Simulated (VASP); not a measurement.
# Ga6N7 (a cell with a defect) in VASP: notebook

The runs below take Ga6N7 (a cell with a defect) through single point, with PBE.

Program: VASP 6.6.1. These are calculated values, not measurements. Logs are shortened: lines on timing, memory, paths and dates and some standing lists are left out, and cuts for length are marked.

## Step 1: The cell of the first run

The cell holds a defect, 13 atoms: a = 5.243 Å, b = 5.574 Å, c = 5.574 Å, α = 120.00°, β = 90.00°, γ = 90.00°.

## Step 2: Single point, PBE, collinear spin, ferromagnetic start

The input, INCAR:

```
SYSTEM = Ga6N7
ALGO     = Normal         ! electronic algorithm
EDIFF    = 1E-7           ! SCF threshold, eV
ENCUT    = 520            ! plane-wave cutoff, eV
GGA      = PE             ! functional
ISIF     = 2              ! what is computed and relaxed
ISMEAR   = 0              ! smearing method
ISPIN    = 2              ! spin polarisation
LASPH    = .True.         ! aspherical terms in the spheres
LCHARG   = .True.         ! write CHGCAR
LELF     = .True.         ! ELF
LORBIT   = 11             ! projections on sites
LREAL    = .False.        ! projectors in reciprocal space
LVHAR    = .True.       
LWAVE    = .False.        ! write WAVECAR
MAGMOM   = 0 0 0 0 0 0 0.17 0.17 0.17 0.19 0.19 0.19 1.59 ! initial moments
NBANDS   = 72             ! bands
NELM     = 150            ! most SCF steps
PREC     = Accurate       ! precision mode
SIGMA    = 0.02           ! smearing width, eV
```

The input, KPOINTS:

```
k-points
0
Gamma
  3 3 3
  0 0 0
```

The input, POSCAR:

```
Ga6N7
1.0
    0.0000000000      0.0000000000      5.2431684095
    4.8275562239     -2.7871908853      0.0000000000
   -0.0000000001      5.5743817708      0.0000000000
Ga N
6 7
Direct
    0.5135616081      0.3284521042      0.3285874177
    0.4995378358      0.0067452348      0.6687238891
    0.4995248665      0.6685239592      1.0068820394
    1.0101054527      0.0124087628      0.3273318308
    1.0407916690      0.6527905329      0.6532194911
    1.0100804678      0.3273121900      1.0122931627
    0.8814393586      0.3593609105      0.3591330010
    0.8601638642      0.0604239467      0.6618644408
    0.8604030326      0.6620330975      1.0596971750
    0.3760077583      0.0032569274      0.3319951439
    0.3956018266      0.6620177688      0.6622047149
    0.3759959334      0.3319205258      1.0034176155
   -0.1504580701     -0.0753350107     -0.0754189563
```

Potentials or basis: VASP PAW PBE potentials, release 64 (Ga_d, N).

Started as:

```bash
$ cat potpaw_PBE.64/Ga_d/POTCAR potpaw_PBE.64/N/POTCAR > POTCAR
$ mpirun -np 1 vasp_std > vasp.out
```

OUTCAR:

```text
SYSTEM = Ga6N7
   EDIFF = 1E-7
   ENCUT = 520
   GGA = PE
   ISIF = 2
   ISMEAR = 0
   ISPIN = 2
   LASPH = .True.
   LORBIT = 11
   LREAL = .False.
   NELM = 150
   PREC = Accurate

 ion  position               nearest neighbor table
   1  0.514  0.328  0.329-   7 1.94  11 1.96  10 1.96  12 1.96
   2  0.500  0.007  0.669-   8 1.92  12 1.95  10 1.98  11 1.98
   3  0.500  0.669  0.007-   9 1.92  10 1.95  12 1.98  11 1.98
   4  0.010  0.012  0.327-   8 1.92  10 1.92   9 1.93   7 1.97  13 2.21
   5  0.041  0.653  0.653-  13 1.82   7 1.84  11 1.86
   6  0.010  0.327  0.012-   9 1.92  12 1.92   8 1.93   7 1.97  13 2.21
   7  0.881  0.359  0.359-   5 1.84   1 1.94   6 1.97   4 1.97
   8  0.860  0.060  0.662-   4 1.92   2 1.92   6 1.93
   9  0.860  0.662  0.060-   6 1.92   3 1.92   4 1.93
  10  0.376  0.003  0.332-   4 1.92   3 1.95   1 1.96   2 1.98
  11  0.396  0.662  0.662-   5 1.86   1 1.96   3 1.98   2 1.98
  12  0.376  0.332  0.003-   6 1.92   2 1.95   1 1.96   3 1.98
  13  0.850  0.925  0.925-   5 1.82   6 2.21   4 2.21

  LATTYP: Found a hexagonal cell.
 ALAT       =     5.5743817707
 C/A-ratio  =     0.9405829427

  Lattice vectors:

 A1 = (   4.8275562239,  -2.7871908853,   0.0000000000)
 A2 = (  -0.0000000001,   5.5743817708,   0.0000000000)
 A3 = (   0.0000000000,   0.0000000000,   5.2431684095)

Analysis of symmetry for initial positions (statically):
=====================================================================
 Subroutine PRICEL returns:
 Original cell was already a primitive cell.

 Routine SETGRP: Setting up the symmetry group for a
 hexagonal supercell.

 Subroutine GETGRP returns: Found  1 space group operations
 (whereof  1 operations were pure point group operations)
 out of a pool of 24 trial point group operations.

The static configuration has the point symmetry C_1 .

Analysis of symmetry for dynamics (positions and initial velocities):
=====================================================================
 Subroutine PRICEL returns:
 Original cell was already a primitive cell.

 Routine SETGRP: Setting up the symmetry group for a
 hexagonal supercell.

 Subroutine GETGRP returns: Found  1 space group operations
 (whereof  1 operations were pure point group operations)
 out of a pool of 24 trial point group operations.

The dynamic configuration has the point symmetry C_1 .

Analysis of structural, dynamic, and magnetic symmetry:
=====================================================================
 Subroutine PRICEL returns:
 Original cell was already a primitive cell.

 Routine SETGRP: Setting up the symmetry group for a
 hexagonal supercell.

 Subroutine GETGRP returns: Found  1 space group operations
 (whereof  1 operations were pure point group operations)
 out of a pool of 24 trial point group operations.

The overall configuration has the point symmetry C_1 .

 Subroutine INISYM returns: Found  1 space group operations
 (whereof  1 operations are pure point group operations),
 and found     1 'primitive' translations

----------------------------------------------------------------------------------------

                                     Primitive cell

  volume of cell :     141.0970

  direct lattice vectors                    reciprocal lattice vectors
     0.000000000  0.000000000  5.243168409     0.000000000  0.000000000  0.190724372
     4.827556224 -2.787190885  0.000000000     0.207144144  0.000000000  0.000000000
    -0.000000000  5.574381771  0.000000000     0.103572072  0.179392091  0.000000000

  length of vectors
     5.243168409  5.574381771  5.574381771     0.190724372  0.207144144  0.207144144

  position of ions in fractional coordinates (direct lattice)
     0.513561608  0.328452104  0.328587418
     0.499537836  0.006745235  0.668723889
     0.499524867  0.668523959  0.006882039
     0.010105453  0.012408763  0.327331831
     0.040791669  0.652790533  0.653219491
     0.010080468  0.327312190  0.012293163
     0.881439359  0.359360911  0.359133001
     0.860163864  0.060423947  0.661864441
     0.860403033  0.662033098  0.059697175
     0.376007758  0.003256927  0.331995144
     0.395601827  0.662017769  0.662204715
     0.375995933  0.331920526  0.003417615
     0.849541930  0.924664989  0.924581044
[... 79 lines left out ...]
   EDIFFG = 0.1E-05   stopping-criterion for IOM
   NSW    =      0    number of steps for IOM
   IBRION =     -1    ionic relax: 0-MD 1-quasi-New 2-CG
   NFREE  =      0    steps in history (QN), initial steepest desc. (CG)
   ISIF   =      2    stress and relaxation
   ISYM   =      2    0-nonsym 1-usesym 2-fastsym
   POTIM  = 0.5000    time-step for ionic-motion
   TEBEG  =    0.0;   TEEND  =   0.0 temperature during run
   PSTRESS=    0.0 pullay stress
   NELECT =     113.0000    total number of electrons
   NUPDOWN=      -1.0000    fix difference up-down
   EMIN   =  10.00;   EMAX   =-10.00  energy-range for DOS
   EFERMI =   0.00;   METHOD = LEGACY
   ISMEAR =     0;   SIGMA  =   0.02  broadening in eV -4-tet -1-fermi 0-gaus
   EFERMI_NEDOS =   21; number of points for ismear=-14 and -15
   IALGO  =     38    algorithm
   IMIX   =      4    mixing-type and parameters
     AMIX     =   0.40;   BMIX     =  1.00
     AMIX_MAG =   1.60;   BMIX_MAG =  1.00
  volume/ion in A,a.u.               =      10.85        73.24
  Fermi-wavevector in a.u.,A,eV,Ry     =   1.520297  2.872944 31.447175  2.311302
  Thomas-Fermi vector in A             =   2.629166
   LORBIT       =     11    0 simple, 1 ext, 2 COOP (PROOUT), +10 PAW based schemes
   GGA     = PE    functional components
   LHFCALC =     F    Hartree Fock is set to
   AEXX    =    0.0000 exact exchange contribution
   IVDW    =     0    specifies the selected vdW correction
   LEPSILON=     F    determine dielectric tensor
   LRPA    =     F    only Hartree local field effects (RPA)
 spin polarized calculation
 Gauss-broadening in eV      SIGMA  =   0.02
  energy-cutoff  :      520.00
  volume of cell :      141.10
 maximum number of plane-waves:      3817
 NGX is ok and might be reduce to    40
   NGX = 19   NGY = 21   NGZ = 21

 number of electron     112.9999983 magnetization       0.5555525

 Free energy of the ion-electron system (eV)
  ---------------------------------------------------
  ext. energy  EPLUGINS =         0.00000000
  ---------------------------------------------------
  free energy    TOTEN  =       -74.35366367 eV

  energy without entropy =      -74.35298070  energy(sigma->0) =      -74.35332218

 E-fermi :   6.0771     XC(G=0): -11.8498

 val. band max:        6.0678550185   @ k =   0.3333   0.3333  -0.3333
 cond. band min:       6.1138931130   @ k =   0.0000  -0.3333   0.3333
 fundamental gap:      0.0460380944
 Fermi energy:         6.0770535431

 spin component 1

 k-point     1 :       0.0000    0.0000    0.0000
  band No.  band energies     occupation
      1     -11.4142      1.00000
      2      -9.9122      1.00000
      3      -9.7540      1.00000
      4      -9.5888      1.00000
      5      -9.5491      1.00000
      6      -9.4530      1.00000
[... 983 lines left out ...]
     67      13.1751      0.00000
     68      13.4459      0.00000
 Fermi energy:         6.0770535431

 spin component 2

 k-point     1 :       0.0000    0.0000    0.0000
  band No.  band energies     occupation
      1     -11.2857      1.00000
      2      -9.8735      1.00000
      3      -9.7197      1.00000
      4      -9.5868      1.00000
      5      -9.4548      1.00000
      6      -9.4091      1.00000
[... 983 lines left out ...]
     67      13.2521      0.00000
     68      13.4679      0.00000
 [bands above 68 left out]

------------------------ aborting loop because EDIFF is reached ----------------------------------------

  FORCE on cell =-STRESS in cart. coord.  units (eV):
  Direction    XX          YY          ZZ          XY          YZ          ZX
  --------------------------------------------------------------------------------------
  -------------------------------------------------------------------------------------
  Total       13.0734504     10.0334893     10.9738304      2.6384923     -0.4219950     -0.7237093
  in kB      148.4509394    113.9317362    124.6094473     29.9604655     -4.7918148     -8.2178249
  external PRESSURE =     128.9973743 kB  Pullay stress =       0.0000000 kB

 VOLUME and BASIS-vectors are now :
 -----------------------------------------------------------------------------
  energy-cutoff  :      520.00
  volume of cell :      141.10
      direct lattice vectors                 reciprocal lattice vectors
     0.000000000  0.000000000  5.243168409     0.000000000  0.000000000  0.190724372
     4.827556224 -2.787190885  0.000000000     0.207144144  0.000000000  0.000000000
    -0.000000000  5.574381771  0.000000000     0.103572072  0.179392091  0.000000000

 POSITION                                       TOTAL-FORCE (eV/Angst)
 -----------------------------------------------------------------------------------
      1.58562      0.91621      2.69269        -0.001316     -0.001194      0.009551
      0.03256      3.70892      2.61916         0.006679     -0.002820      0.009798
      3.22734     -1.82494      2.61909         0.001675      0.005669      0.009566
      0.05990      1.79009      0.05298        -0.002500      0.021687      0.007885
      3.15138      1.82184      0.21388         0.001146     -0.000299     -0.017988
      1.58012     -0.84375      0.05285         0.019550     -0.014844      0.008426
      1.73484      1.00034      4.62153         0.025260      0.016421      0.008375
      0.29170      3.52107      4.50998         0.002139     -0.011369     -0.005165
      3.19600     -1.51244      4.51124        -0.012550      0.011822     -0.003681
      0.01572      1.84159      1.97147        -0.001193     -0.003379     -0.009771
      3.19593      1.84621      2.07421        -0.002270     -0.001646     -0.019907
      1.60237     -0.90607      1.97141        -0.003704      0.001263     -0.010219
      4.46387      2.57675      4.45429        -0.032917     -0.021310      0.013130
 -----------------------------------------------------------------------------------
    total drift:                               -0.000380     -0.000200     -0.001033

  FREE ENERGIE OF THE ION-ELECTRON SYSTEM (eV)
  ---------------------------------------------------
  free  energy   TOTEN  =       -74.3536636652 eV

  energy  without entropy=      -74.3529807018  energy(sigma->0) =      -74.35332218

 total charge

# of ion       s       p       d       tot
------------------------------------------
    1        0.781   0.875  10.178  11.834
    2        0.774   0.867  10.185  11.827
    3        0.774   0.867  10.185  11.827
    4        0.780   0.916  10.215  11.911
    5        0.855   0.947  10.208  12.009
    6        0.780   0.916  10.215  11.911
    7        1.246   2.523   0.000   3.768
    8        1.262   2.437   0.000   3.699
    9        1.262   2.437   0.000   3.699
   10        1.223   2.521   0.000   3.744
   11        1.230   2.519   0.000   3.749
   12        1.223   2.521   0.000   3.744
   13        1.359   2.243   0.000   3.602
--------------------------------------------------
tot         13.547  22.589  61.187  97.323

 magnetization (x)

# of ion       s       p       d       tot
------------------------------------------
    1       -0.000  -0.000  -0.000  -0.001
    2       -0.001  -0.001   0.001  -0.001
    3       -0.001  -0.001   0.001  -0.001
    4       -0.003  -0.001   0.007   0.002
    5        0.003   0.005   0.008   0.016
    6       -0.003  -0.001   0.007   0.003
    7        0.003   0.032   0.000   0.035
    8        0.006   0.142   0.000   0.148
    9        0.006   0.141   0.000   0.147
   10       -0.000  -0.001   0.000  -0.001
   11       -0.000  -0.002   0.000  -0.002
   12       -0.000  -0.001   0.000  -0.001
   13        0.008   0.077   0.000   0.085
--------------------------------------------------
tot          0.017   0.389   0.023   0.428
```

It took 11 min on 1 thread of Intel Xeon 8259CL, shared host; peak memory 0.41 GiB.

Results:

```yaml
Free_energy: -74.3537 eV
Pressure: 12.9 GPa
Largest_force: 0.041 eV/Å
Net_moment: 0.56 μB per cell
Site_moments: Ga -0.00, +0.00, +0.02 (each value once); N +0.04, +0.15, -0.00, +0.09 (each value once) μB
Valence_electrons_inside_the_program's_atomic_spheres: Ga 11.83, 11.91, 12.01 (each value once); N 3.77, 3.70, 3.74, 3.75, 3.60 (each value once)
```

Forces in eV/Å, atoms in the order of the input:
```
Ga  -0.001 -0.001  0.010
Ga   0.007 -0.003  0.010
Ga   0.002  0.006  0.010
Ga  -0.003  0.022  0.008
Ga   0.001  0.000 -0.018
Ga   0.020 -0.015  0.008
N    0.025  0.016  0.008
N    0.002 -0.011 -0.005
N   -0.013  0.012 -0.004
N   -0.001 -0.003 -0.010
N   -0.002 -0.002 -0.020
N   -0.004  0.001 -0.010
N   -0.033 -0.021  0.013
```

Caveat: the k points lie up to 0.43 Å⁻¹ apart; a moment this small can come from the mesh or the smearing.

## Step 3: Single point, PBE, collinear spin, ferromagnetic start

The input, INCAR:

```
PREC = Accurate
ENCUT = 520
EDIFF = 1E-6
ISMEAR = 0
SIGMA = 0.02
LREAL = False
LASPH = True
NELM = 150
ALGO = Normal
ISIF = 2
LWAVE = False
LCHARG = False
ISPIN = 2
MAGMOM = 0 0 0 0 0 0 0.17 0.17 0.17 0.19 0.19 0.19 1.59
LORBIT = 11
GGA = PE
NBANDS = 72
```

The input, KPOINTS:

```
regular mesh
0
Gamma
  3 3 3
```

The input, POSCAR:

```
Ga6N7
1.0
    0.0000000000      0.0000000000      5.2431684095
    4.8275562239     -2.7871908853      0.0000000000
   -0.0000000001      5.5743817708      0.0000000000
Ga N
6 7
Direct
    0.4926444848      0.3280738590      0.3282429415
    0.4839245666      0.0000745719      0.6731388341
    0.4926511602      0.6721106601      1.0001286124
    0.9961909655     -0.0000990149      0.3264297462
    0.9938214059      0.6470194971      0.6710234424
    0.9940559969      0.3534144236      1.0245771989
    0.8579140796      0.3433219466      0.3569905834
    0.8585446143     -0.0007608404      0.6538280911
    0.8579688175      0.6563281406      1.0131822763
    0.3727360724      0.0000437074      0.3378557297
    0.3821416448      0.6507754347      0.6552443859
    0.3824317366      0.3494053558      1.0045914782
    0.0911738786      0.0003080233     -0.0452607106
```

Potentials or basis: VASP PAW PBE potentials, release 64 (Ga_d, N).

Started as:

```bash
$ cat potpaw_PBE.64/Ga_d/POTCAR potpaw_PBE.64/N/POTCAR > POTCAR
$ mpirun -np 1 vasp_std > vasp.out
```

Wall time 12 min (1 thread of Intel Xeon 8259CL, shared host); peak memory 0.41 GiB.

It converged, with:

```yaml
Free_energy: -73.3365 eV
Pressure: 14.0 GPa
Largest_force: 0.158 eV/Å
Net_moment: 1.77 μB per cell
Site_moments: Ga +0.02, +0.01 (each value once); N +0.11, +0.12, +0.02, +0.10, +0.75 (each value once) μB
Valence_electrons_inside_the_program's_atomic_spheres: Ga 11.90, 11.80, 11.83, 11.91 (each value once); N 3.76, 3.65, 3.73, 3.64 (each value once)
```

Forces in eV/Å, atoms in the order of the input:
```
Ga   0.019  0.000  0.004
Ga  -0.002  0.013 -0.019
Ga  -0.022  0.004  0.004
Ga  -0.002  0.006 -0.003
Ga  -0.026  0.028  0.020
Ga   0.018  0.014  0.014
N    0.025  0.025 -0.008
N    0.007  0.044  0.042
N   -0.017  0.029 -0.012
N    0.000 -0.013  0.003
N   -0.017 -0.012  0.024
N    0.022 -0.014  0.029
N   -0.005 -0.125 -0.096
```

Stress tensor (GPa, compression positive):
```
19.97 -0.01  0.03
-0.01  9.15 -3.41
 0.03 -3.41 12.85
```

Levels at points of the mesh, in eV from the Fermi level:
Spin up:
```csv
k point,band 54,band 55,band 56,band 57,band 58,band 59,band 60,band 61
"(0.00, 0.00, 0.00)",-1.28,-1.14,-0.46,-0.43,0.22,1.16,3.97,4.01
```
Spin down:
```csv
k point,band 52,band 53,band 54,band 55,band 56,band 57,band 58,band 59,band 60,band 61
"(0.00, 0.00, 0.00)",-2.04,-1.28,-1.09,-0.97,0.18,0.64,1.00,1.30,4.04,4.34
```

Caveat: the k points lie up to 0.43 Å⁻¹ apart.
